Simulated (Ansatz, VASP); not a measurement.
**Pd: VASP beside Ansatz**

```
Pd
1.0
     0.00000    1.94000    1.94000
     1.94000    0.00000    1.94000
     1.94000    1.94000    0.00000
Pd
1
Direct
  0.00000 0.00000 0.00000
```

Alike in both runs: task single point; functional PBE; k mesh 8 × 8 × 8; occupations gaussian, width 0.1 eV; no spin polarisation.

|  | VASP | Ansatz |
| --- | --- | --- |
| version | VASP 6.6.1 | Ansatz 0.2.0 |
| potentials or method | VASP PAW PBE potentials, release 64 (Pd), cutoff 500 eV | scalar-relativistic, plane waves, PAW |
| valence electrons in the cell | 10 | 18 |

```tsv
	VASP	Ansatz	Ansatz less VASP
gap on the k mesh at the Fermi level (eV)	none	none	-
pressure (GPa)	9.8	10.1	+0.28
```

A gap of «none» marks a metal or a gap that the smearing closes. VASP's potentials hold 10 valence electrons a cell and Ansatz's 18, so a difference there can come from the potentials and not from the codes.
